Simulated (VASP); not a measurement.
Here is a VASP 6.6.1 calculation.

INCAR

```
PREC = Accurate
ENCUT = 520
EDIFF = 1E-7
ISMEAR = 1
SIGMA = 0.1
LREAL = F
LASPH = T
NELM = 100
ALGO = Normal
ISIF = 2
LWAVE = F
LCHARG = F
GGA = CA
NBANDS = 8
```

KPOINTS

```
Automatic mesh
0
Gamma
  7 7 7
```

POSCAR

```
Al
1.0
    2.3372202343      0.0000000000      0.0000000000
    0.0000000000      2.3372202343      0.0000000000
    0.0000000000      0.0000000000      2.3372202343
Al
1
Direct
    0.0000000000      0.0000000000      0.0000000000
```

Potentials or basis: VASP PAW LDA potentials, release 64 (Al).

Run with:

```console
$ cat potpaw_LDA.64/Al/POTCAR > POTCAR
$ mpirun -np 1 vasp_std > vasp.out
```

What does it give for the pressure?

60.6 GPa.

Caveat: the k points lie up to 0.38 Å⁻¹ apart.
